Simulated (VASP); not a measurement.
# Al2BN3 (P3m1) in VASP: further runs

The runs below take Al2BN3 through single point, relaxation of cell and atoms, with PBE.

Program: VASP 6.6.1. These are calculated values, not measurements. Logs are shortened: lines on timing, memory, paths and dates and some standing lists are left out, and cuts for length are marked.

### 1 The cell of the first run

It takes space group P3m1 (No. 156, trigonal). The conventional cell has a = 2.959 Å, b = 2.959 Å, c = 7.234 Å, α = 90.00°, β = 90.00°, γ = 120.00°. Al (site symmetry 3m) has 4 N at 1.85 to 1.87 Å within 2.4 Å. Within 2.5 Å of Al (site symmetry 3m) lie 4 N at 1.85 to 1.89 Å. B (site symmetry 3m) has 4 N at 1.52 to 1.79 Å within 2.0 Å. Within 2.5 Å of N (site symmetry 3m) lie 4 Al at 1.85 to 1.87 Å. N (site symmetry 3m) has 3 B at 1.79 Å and 1 Al at 1.89 Å within 2.4 Å. Within 2.0 Å of N (site symmetry 3m) lie 1 B at 1.52 Å and 3 Al at 1.85 Å.

### 2 Single point, PBE

INCAR

```
PREC = Accurate ; ENCUT = 520
EDIFF = 1E-7 ; ISMEAR = 0
SIGMA = 0.02 ; LREAL = False
LASPH = True ; NELM = 60
ALGO = Normal ; ISIF = 2
LWAVE = False ; LCHARG = False
GGA = PE ; NBANDS = 21
```

KPOINTS

```
Automatic mesh
0
Gamma
  12 12 4
```

POSCAR

```
Al2BN3
1.0
    2.9590951862      0.0000000000      0.0000000000
   -1.4795475931      2.5626516035      0.0000000000
    0.0000000000      0.0000000000      7.2336463702
Al B N
2 1 3
Direct
    0.0000000000      0.0000000000      0.0136999577
    0.3333333333      0.6666666667      0.6562398898
    0.6666666667      0.3333333333      0.3208230510
    0.0000000000      0.0000000000      0.7545453086
    0.3333333333      0.6666666667      0.3944210214
    0.6666666667      0.3333333333      0.1102707714
```

Potentials or basis: VASP PAW PBE potentials, release 64 (Al, B, N).

On the command line:

```sh
> cat potpaw_PBE.64/Al/POTCAR potpaw_PBE.64/B/POTCAR potpaw_PBE.64/N/POTCAR > POTCAR
> mpirun -np 1 vasp_std > vasp.out
```

OUTCAR:

```text
PREC = Accurate
   ENCUT = 520
   EDIFF = 1E-7
   ISMEAR = 0
   LREAL = False
   LASPH = True
   NELM = 60
   ISIF = 2
   GGA = PE

 ion  position               nearest neighbor table
   1  0.000  0.000  0.014-   6 1.85   6 1.85   6 1.85   4 1.87   2 3.10   2 3.10   2 3.10
   2  0.333  0.667  0.656-   4 1.85   4 1.85   4 1.85   5 1.89   1 3.10   1 3.10   1 3.10
   3  0.667  0.333  0.321-   6 1.52   5 1.79   5 1.79   5 1.79
   4  0.000  0.000  0.755-   2 1.85   2 1.85   2 1.85   1 1.87
   5  0.333  0.667  0.394-   3 1.79   3 1.79   3 1.79   2 1.89
   6  0.667  0.333  0.110-   3 1.52   1 1.85   1 1.85   1 1.85

  LATTYP: Found a hexagonal cell.
 ALAT       =     2.9590951862
 C/A-ratio  =     2.4445466993

  Lattice vectors:

 A1 = (   2.9590951862,   0.0000000000,   0.0000000000)
 A2 = (  -1.4795475931,   2.5626516035,   0.0000000000)
 A3 = (   0.0000000000,   0.0000000000,   7.2336463702)

Analysis of symmetry for initial positions (statically):
=====================================================================
 Subroutine PRICEL returns:
 Original cell was already a primitive cell.

 Routine SETGRP: Setting up the symmetry group for a
 hexagonal supercell.

 Subroutine GETGRP returns: Found  6 space group operations
 (whereof  6 operations were pure point group operations)
 out of a pool of 24 trial point group operations.

The static configuration has the point symmetry C_3v.

Analysis of symmetry for dynamics (positions and initial velocities):
=====================================================================
 Subroutine PRICEL returns:
 Original cell was already a primitive cell.

 Routine SETGRP: Setting up the symmetry group for a
 hexagonal supercell.

 Subroutine GETGRP returns: Found  6 space group operations
 (whereof  6 operations were pure point group operations)
 out of a pool of 24 trial point group operations.

The dynamic configuration has the point symmetry C_3v.

 Subroutine INISYM returns: Found  6 space group operations
 (whereof  6 operations are pure point group operations),
 and found     1 'primitive' translations

----------------------------------------------------------------------------------------

                                     Primitive cell

  volume of cell :      54.8537

[... 91 lines left out ...]
   LNONCOLLINEAR =      F non collinear calculations
   LSORBIT =      F    spin-orbit coupling
   LASPH  =      T    aspherical Exc in radial PAW
   ENCUT  =  520.0 eV  38.22 Ry    6.18 a.u.   5.50  5.50 13.45*2*pi/ulx,y,z
   NELM   =     60;   NELMIN=  2; NELMDL= -5     # of ELM steps
   EDIFF  = 0.1E-06   stopping-criterion for ELM
   LREAL  =      F    real-space projection
   EDIFFG = 0.1E-05   stopping-criterion for IOM
   NSW    =      0    number of steps for IOM
   IBRION =     -1    ionic relax: 0-MD 1-quasi-New 2-CG
   NFREE  =      0    steps in history (QN), initial steepest desc. (CG)
   ISIF   =      2    stress and relaxation
   ISYM   =      2    0-nonsym 1-usesym 2-fastsym
   POTIM  = 0.5000    time-step for ionic-motion
   TEBEG  =    0.0;   TEEND  =   0.0 temperature during run
   PSTRESS=    0.0 pullay stress
   NELECT =      24.0000    total number of electrons
   NUPDOWN=      -1.0000    fix difference up-down
   EMIN   =  10.00;   EMAX   =-10.00  energy-range for DOS
   EFERMI =   0.00;   METHOD = LEGACY
   ISMEAR =     0;   SIGMA  =   0.02  broadening in eV -4-tet -1-fermi 0-gaus
   EFERMI_NEDOS =   21; number of points for ismear=-14 and -15
   IALGO  =     38    algorithm
   IMIX   =      4    mixing-type and parameters
     AMIX     =   0.40;   BMIX     =  1.00
     AMIX_MAG =   1.60;   BMIX_MAG =  1.00
  volume/ion in A,a.u.               =       9.14        61.70
  Fermi-wavevector in a.u.,A,eV,Ry     =   1.242825  2.348599 21.015750  1.544614
  Thomas-Fermi vector in A             =   2.377163
   LORBIT       =      0    0 simple, 1 ext, 2 COOP (PROOUT), +10 PAW based schemes
   GGA     = PE    functional components
   LHFCALC =     F    Hartree Fock is set to
   AEXX    =    0.0000 exact exchange contribution
   IVDW    =     0    specifies the selected vdW correction
   LEPSILON=     F    determine dielectric tensor
   LRPA    =     F    only Hartree local field effects (RPA)
 non-spin polarized calculation
 Gauss-broadening in eV      SIGMA  =   0.02
  energy-cutoff  :      520.00
  volume of cell :       54.85
 maximum number of plane-waves:      1515
 NGX is ok and might be reduce to    24
   NGX = 11   NGY = 11   NGZ = 27

 number of electron      24.0000005 magnetization

 Free energy of the ion-electron system (eV)
  ---------------------------------------------------
  ext. energy  EPLUGINS =         0.00000000
  ---------------------------------------------------
  free energy    TOTEN  =       -45.38266744 eV

  energy without entropy =      -45.38266744  energy(sigma->0) =      -45.38266744

 E-fermi :   6.4044     XC(G=0): -11.2763

 val. band max:        6.2601474681   @ k =   0.0000   0.0000   0.0000
 cond. band min:       9.3574649660   @ k =   0.5000  -0.0000   0.0000
 fundamental gap:      3.0973174979
 Fermi energy:         6.4044086966

 k-point     1 :       0.0000    0.0000    0.0000
  band No.  band energies     occupation
      1     -10.2472      2.00000
      2      -8.5801      2.00000
      3      -7.9676      2.00000
      4      -0.0794      2.00000
      5       1.1447      2.00000
      6       4.8036      2.00000
[... 565 lines left out ...]
     20      17.5786      0.00000
     21      18.2932      0.00000

 [... further k-points ...]
[... 5 lines left out ...]
  --------------------------------------------------------------------------------------
  -------------------------------------------------------------------------------------
  Total       -0.0558561     -0.0558561     -0.0806243      0.0000000     -0.0000000      0.0000000
  in kB       -1.6314553     -1.6314553     -2.3548898      0.0000000     -0.0000000      0.0000000
  external PRESSURE =      -1.8726001 kB  Pullay stress =       0.0000000 kB

 VOLUME and BASIS-vectors are now :
 -----------------------------------------------------------------------------
  energy-cutoff  :      520.00
  volume of cell :       54.85
      direct lattice vectors                 reciprocal lattice vectors
     2.959095186  0.000000000  0.000000000     0.337941140  0.195110408  0.000000000
    -1.479547593  2.562651603  0.000000000     0.000000000  0.390220816  0.000000000
     0.000000000  0.000000000  7.233646370     0.000000000  0.000000000  0.138242865

 POSITION                                       TOTAL-FORCE (eV/Angst)
 -----------------------------------------------------------------------------------
      0.00000      0.00000      0.09910        -0.000000      0.000000     -0.013327
     -0.00000      1.70843      4.74701         0.000000     -0.000000      0.002771
      1.47955      0.85422      2.32072         0.000000     -0.000000      0.023834
      0.00000      0.00000      5.45811         0.000000     -0.000000     -0.011872
     -0.00000      1.70843      2.85310        -0.000000      0.000000      0.016368
      1.47955      0.85422      0.79766        -0.000000     -0.000000     -0.017774
 -----------------------------------------------------------------------------------
    total drift:                               -0.000000     -0.000000      0.000143

  FREE ENERGIE OF THE ION-ELECTRON SYSTEM (eV)
  ---------------------------------------------------
  free  energy   TOTEN  =       -45.3826674416 eV

  energy  without entropy=      -45.3826674416  energy(sigma->0) =      -45.38266744
```

OSZICAR:

```text
N       E                     dE             d eps       ncg     rms          rms(c)
DAV:   1     0.728575113902E+02    0.72858E+02   -0.11512E+04  2938   0.102E+03
DAV:   2    -0.454560324845E+02   -0.11831E+03   -0.11337E+03  3621   0.226E+02
DAV:   3    -0.511498918750E+02   -0.56939E+01   -0.56698E+01  3952   0.508E+01
DAV:   4    -0.511853697768E+02   -0.35478E-01   -0.35466E-01  3606   0.428E+00
DAV:   5    -0.511857804085E+02   -0.41063E-03   -0.41062E-03  3862   0.449E-01    0.139E+01
DAV:   6    -0.454033905339E+02    0.57824E+01   -0.16806E+01  3457   0.254E+01    0.509E+00
DAV:   7    -0.454105607442E+02   -0.71702E-02   -0.12321E+00  3571   0.729E+00    0.354E+00
DAV:   8    -0.453851774817E+02    0.25383E-01   -0.93987E-02  3372   0.229E+00    0.861E-01
DAV:   9    -0.453821881777E+02    0.29893E-02   -0.16576E-02  3993   0.108E+00    0.261E-01
DAV:  10    -0.453824321198E+02   -0.24394E-03   -0.55173E-03  3638   0.484E-01    0.143E-01
DAV:  11    -0.453826540693E+02   -0.22195E-03   -0.65091E-04  3724   0.195E-01    0.389E-02
DAV:  12    -0.453826643097E+02   -0.10240E-04   -0.87889E-05  3840   0.788E-02    0.175E-02
DAV:  13    -0.453826675039E+02   -0.31942E-05   -0.16129E-05  3470   0.313E-02    0.839E-03
DAV:  14    -0.453826674742E+02    0.29640E-07   -0.32659E-06  3600   0.125E-02    0.215E-03
DAV:  15    -0.453826674416E+02    0.32666E-07   -0.40115E-07  3794   0.425E-03
   1 F= -.45382667E+02 E0= -.45382667E+02  d E =-.994048E-27
```

It took 2.9 min on 1 thread of AMD EPYC 7R13, shared host; peak memory 0.19 GiB.

Results:

```
Free energy            : -45.3827 eV
Pressure               : -0.2 GPa
Largest force          : 0.024 eV/Å
Band gap on the k mesh : 3.10 eV, indirect (least direct gap 4.07 eV)
```

Forces in eV/Å, atoms in the order of the input:
```
Al   0.000  0.000 -0.013
Al   0.000  0.000  0.003
B    0.000  0.000  0.024
N    0.000  0.000 -0.012
N    0.000  0.000  0.016
N    0.000  0.000 -0.018
```

A k mesh can miss the band edges. As with any semilocal functional, this PBE gap is likely too small.

### 3 Relaxation of cell and atoms, PBE

INCAR

```
SYSTEM = Al2BN3
PREC = Accurate ; ENCUT = 600
EDIFF = 1E-6 ; ISMEAR = 0
SIGMA = 0.1 ; LREAL = .False.
LASPH = .True. ; NELM = 60
ALGO = Normal ; ISIF = 3
LWAVE = .False. ; LCHARG = .False.
GGA = PE ; IBRION = 2
NSW = 90 ; EDIFFG = -0.04
```

KPOINTS

```
regular mesh
0
Gamma
  6 6 4
  0 0 0
```

POSCAR is that of step 2.

Potentials or basis: VASP PAW PBE potentials, release 64 (Al, B, N).

On the command line:

```sh
> cat potpaw_PBE.64/Al/POTCAR potpaw_PBE.64/B/POTCAR potpaw_PBE.64/N/POTCAR > POTCAR
> mpirun -np 1 vasp_std > vasp.out
```

Wall time 54 s (1 thread of AMD EPYC 7R13, shared host); peak memory 0.15 GiB.

Results (log left out):

| Item | Value |
| --- | --- |
| Free energy | -45.3841 eV |
| Pressure after relaxing | -0.4 GPa |
| Largest force after relaxing | 0.026 eV/Å |
| Band gap on the k mesh | 3.10 eV, indirect (least direct gap 4.07 eV) |

Forces on the atoms (eV/Å):
```
Al   0.000  0.000 -0.012
Al   0.000  0.000  0.005
B    0.000  0.000  0.026
N    0.000  0.000 -0.014
N    0.000  0.000  0.013
N    0.000  0.000 -0.018
```

Stress tensor (GPa, compression positive):
```
-0.32  0.00  0.00
 0.00 -0.32  0.00
 0.00  0.00 -0.43
```

Final structure:
```cif
data_structure
_symmetry_space_group_name_H-M 'P 1'
_symmetry_Int_Tables_number 1
_cell_length_a 2.9591
_cell_length_b 2.9591
_cell_length_c 7.2336
_cell_angle_alpha 90.000
_cell_angle_beta 90.000
_cell_angle_gamma 120.000
_cell_volume 54.85
loop_
_atom_site_label
_atom_site_type_symbol
_atom_site_fract_x
_atom_site_fract_y
_atom_site_fract_z
_atom_site_occupancy
Al1 Al 0.00000 0.00000 0.01370 1
Al2 Al 0.33333 0.66667 0.65624 1
B1 B 0.66667 0.33333 0.32082 1
N1 N 0.00000 0.00000 0.75455 1
N2 N 0.33333 0.66667 0.39442 1
N3 N 0.66667 0.33333 0.11027 1
```

Levels at points of the mesh, in eV from the valence-band top:
```csv
k point,band 10,band 11,band 12,band 13,band 14,band 15
"(0.00, 0.00, 0.00)",-0.38,0.00,0.00,4.27,5.88,7.91
"(0.50, 0.00, 0.00)",-1.61,-1.46,-0.97,3.10,6.23,7.25
"(0.00, 0.00, 0.50)",-0.46,-0.04,-0.04,4.74,6.03,7.52
"(0.50, 0.00, 0.50)",-1.71,-0.98,-0.74,4.42,4.61,6.93
```

Caveat: the relaxation stopped at its first step, so nothing moved.

### 4 Relaxation of cell and atoms, PBE

INCAR

```
PREC = Accurate ; ENCUT = 600
EDIFF = 1E-6 ; ISMEAR = 0
SIGMA = 0.02 ; LREAL = F
LASPH = T ; NELM = 60
ALGO = Normal ; ISIF = 3
LWAVE = F ; LCHARG = F
GGA = PE ; IBRION = 2
NSW = 100 ; EDIFFG = -0.01
```

KPOINTS

```
regular mesh
0
Gamma
  12 12 4
```

POSCAR is that of step 3.

On the command line:

```sh
> cat potpaw_PBE.64/Al/POTCAR potpaw_PBE.64/B/POTCAR potpaw_PBE.64/N/POTCAR > POTCAR
> mpirun -np 1 vasp_std > vasp.out
```

Wall time 4.9 min (1 thread of AMD EPYC 7R13, shared host); peak memory 0.2 GiB.

It converged, with:

```yaml
Free_energy: -45.3883 eV
Relaxed_volume: 9.13 Å³/atom
Relaxed_cell: a = 2.958 Å, b = 2.958 Å, c = 7.229 Å, α = 90.00°, β = 90.00°, γ = 120.00°
Space_group_after_relaxing_to_0.05_Å: P3m1 (No. 156)
Energy_gained_by_relaxing: 0.0 meV/atom
Ionic_steps: 5
Pressure_after_relaxing: 0.0 GPa
Largest_force_after_relaxing: 0.006 eV/Å
Band_gap_on_the_k_mesh: 3.10 eV, indirect (least direct gap 4.07 eV)
```

Forces on the atoms (eV/Å):
```
Al   0.000  0.000  0.002
Al   0.000  0.000 -0.002
B    0.000  0.000 -0.006
N    0.000  0.000 -0.004
N    0.000  0.000  0.006
N    0.000  0.000  0.003
```

Step by step:
```tsv
step	energy change (eV)	largest force (eV/Å)	pressure (GPa)	volume (Å³)
1	0.0000	0.0226	-0.35	54.85
2	0.0000	0.0128	0.32	54.69
3	-0.0001	0.0131	0.04	54.77
4	-0.0001	0.0135	0.03	54.77
5	-0.0001	0.0060	-0.01	54.77
```

Final structure:
```
Al B N
1.0
     2.95774    0.00000    0.00000
    -1.47887    2.56148    0.00000
     0.00000    0.00000    7.22948
Al B N
2 1 3
Direct
  0.00000 0.00000 0.01358
  0.33333 0.66667 0.65627
  0.66667 0.33333 0.32099
  0.00000 0.00000 0.75445
  0.33333 0.66667 0.39451
  0.66667 0.33333 0.11020
```

Levels at points of the mesh, in eV from the valence-band top:
```csv
k point,band 9,band 10,band 11,band 12,band 13,band 14,band 15,band 16
"(0.00, 0.00, 0.00)",-0.50,-0.38,0.00,0.00,4.28,5.89,7.93,7.97
"(0.50, 0.00, 0.00)",-2.52,-1.62,-1.46,-0.97,3.10,6.23,7.26,8.36
"(0.00, 0.00, 0.50)",-0.46,-0.46,-0.04,-0.04,4.75,6.04,7.54,7.99
"(0.50, 0.00, 0.50)",-3.07,-1.72,-0.98,-0.73,4.42,4.62,6.95,8.81
```

### 5 Summary

```tsv
task	cell	k mesh	cutoff (eV)	smearing	gap on the mesh (eV)	pressure (GPa)	largest force (eV/Å)
single point	as given	12 × 12 × 4	520	gaussian 0.02 eV	3.10	-0.2	0.02
relaxation of cell and atoms	relaxed	6 × 6 × 4	600	gaussian 0.1 eV	3.10	-0.4	0.03
relaxation of cell and atoms	relaxed	12 × 12 × 4	600	gaussian 0.02 eV	3.10	0.0	0.01
```

Alike in all rows: level PBE; potentials or basis VASP PAW PBE potentials, release 64 (Al, B, N); no spin polarisation.

Caveats: the relaxation stopped at its first step, so nothing moved (some runs).

Total energies depend on the potentials used, so only differences within one code and one set of settings carry meaning.
